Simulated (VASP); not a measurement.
Wanted: the native input for a VASP 6.6.1 run.

* Task: single point
* Functional: PBE
* Potentials or basis: VASP PAW PBE potentials, release 64 (W_sv, C)
* Cutoff: 520 eV
* k mesh: 2 × 3 × 2
* Occupations: fermi-dirac, width 0.24 eV
* Spin: no spin polarisation
* Dipole correction: no
* Further INCAR settings: LREAL = Auto; ALGO = Normal; EDIFF = 1e-06; NBANDS = 86

The structure of WC lies in POSCAR:

```
WC
1.0
   -3.0376710000     -5.2614010000      0.0000000000
    4.5565070000     -2.6307000000      0.0000000000
    0.0000000000      0.0000000000      5.9242650000
W C
8 8
Direct
    0.7511210691      0.5364545010      0.0582350722
    0.7603461367      0.4890767005      0.5321335220
    0.5062167777     -0.0028925611     -0.0066674938
    0.4465245438      0.0122231037      0.4803633869
    0.2591888489      0.4987659297      0.0156981499
    0.2337682754      0.5152436090      0.5404383497
   -0.0015677062     -0.0318362675     -0.0024475610
   -0.0242634570     -0.0411070146      0.5103755487
    0.4959440172      0.6603336193      0.3212381620
    0.5190478388      0.6416091466      0.7419485793
    0.2815694626      0.1852549313      0.2057301623
    0.2833199497      0.1670430430      0.7644830203
    0.0190449652      0.6410068806      0.2976402980
    0.0450856454      0.6940306155      0.7542876627
    0.7537980193      0.1535585006      0.3135578844
    0.7598751055      0.1352462690      0.7877095302
```

One way to write it, as run:

INCAR

```
SYSTEM = WC
ALGO = Normal
EDIFF = 1E-6
ENCUT = 520
GGA = PE
ISIF = 2
ISMEAR = -1
LASPH = .TRUE.
LCHARG = .FALSE.
LREAL = Auto
LWAVE = .FALSE.
NBANDS = 86
NELM = 60
PREC = Accurate
SIGMA = 0.24
```

KPOINTS

```
k-points
0
G
  2 3 2
  0 0 0
```

Potentials or basis: VASP PAW PBE potentials, release 64 (W_sv, C).

Run with:

```bash
$ cat potpaw_PBE.64/W_sv/POTCAR potpaw_PBE.64/C/POTCAR > POTCAR
$ mpirun -np 1 vasp_std > vasp.out
```

It gave:

| Property | Result |
| --- | --- |
| Pressure | -13.6 GPa |
| Largest force | 5.976 eV/Å |
| Band gap on the k mesh | zero (bands 72 and 73 overlap by 0.19 eV) |

Caveat: the k points lie up to 0.53 Å⁻¹ apart; spin-orbit coupling is left out, which moves the levels of the heavy elements; forces of over 1 eV/Å act on the atoms, so gaps and moduli don't describe the material at rest.

Run time: 10 min on 1 thread of Intel Xeon 8259CL, on a shared host, peak memory 0.33 GiB.
